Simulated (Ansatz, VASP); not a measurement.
# One calculation of SnO, two programs

Contents of INCAR:

```
  PREC = Accurate
  ENCUT = 520
  EDIFF = 1E-7
  ISMEAR = 0
  SIGMA = 0.15
  LREAL = False
  LASPH = True
  NELM = 80
  ALGO = Normal
  ISIF = 2
  LWAVE = False
  LCHARG = False
  GGA = PS
  NBANDS = 50
```

File KPOINTS:

```
regular mesh
0
Gamma
  10 10 4
```

Contents of POSCAR:

```
SnO
1.0
    2.6904552953     -2.6904757091      0.0000000000
    2.6904552953      2.6904757091      0.0000000000
    0.0000000000      0.0000000000      9.4948198460
Sn O
4 4
Direct
    0.9991894805      0.0008105195      1.0051282449
    0.0008092599      0.9991907401      0.4945961862
    0.5008092599      0.4991907401      0.2624038138
    0.4991894805      0.5008105195      0.7518717551
    0.0007839780      0.4992160220      0.3785000000
    0.9992253678      0.5007746322      0.8785000000
    0.5007839780      0.9992160220      0.3785000000
    0.4992253678      0.0007746322      0.8785000000
```

Input for Ansatz:

```yaml
crystal:
  lattice:
    - [2.6904552953, -2.6904757091, 0.0]
    - [2.6904552953, 2.6904757091, 0.0]
    - [0.0, 0.0, 9.494819846]
  atoms:
    - { symbol: Sn, position: [0.9991894805, 0.0008105195, 1.0051282449] }
    - { symbol: Sn, position: [0.0008092599, 0.9991907401, 0.4945961862] }
    - { symbol: Sn, position: [0.5008092599, 0.4991907401, 0.2624038138] }
    - { symbol: Sn, position: [0.4991894805, 0.5008105195, 0.7518717551] }
    - { symbol: O, position: [0.000783978, 0.499216022, 0.3785] }
    - { symbol: O, position: [0.9992253678, 0.5007746322, 0.8785] }
    - { symbol: O, position: [0.500783978, 0.999216022, 0.3785] }
    - { symbol: O, position: [0.4992253678, 0.0007746322, 0.8785] }
basis:
  ecutwfc: 420
kpoints:
  mp_grid: { grid: [10, 10, 4] }
hamiltonian:
  xc: pbesol
scf:
  occupations: { method: gaussian, width: 0.15 }
output:
  forces: true
  stress: true
  eigenvalues: true
```

Change from the starting cell: mode 11 (199.4 1/cm) frozen in, largest displacement +0.050 Å.

Alike in both runs: task single point; functional PBEsol; k mesh 10 × 10 × 4; occupations gaussian, width 0.15 eV; no spin polarisation.

|  | VASP | Ansatz |
| --- | --- | --- |
| version | VASP 6.6.1 | Ansatz 0.2.0 |
| potentials or method | VASP PAW PBE potentials, release 64 (Sn_d, O), cutoff 520 eV | scalar-relativistic, plane waves, PAW |
| valence electrons in the cell | 80 | 80 |

VASP gave:

```
gap on the k mesh at the Fermi level (eV)                     : none
pressure (GPa)                                                : 0.4
traceless stress, the component that is largest in VASP (GPa) : -0.27
rms of the force components (eV/Å)                            : 0.358
```

**Question.** Which values does Ansatz return?

**Answer.** gap on the k mesh at the Fermi level (eV): none; pressure (GPa): 0.1; traceless stress, the component that is largest in VASP (GPa): -0.28; rms of the force components (eV/Å): 0.353.

VASP's potentials were made for PBE, not for PBEsol. Atom by atom the forces differ by 0.035 eV/Å (rms over components). A gap of «none» marks a metal or a gap that the smearing closes.
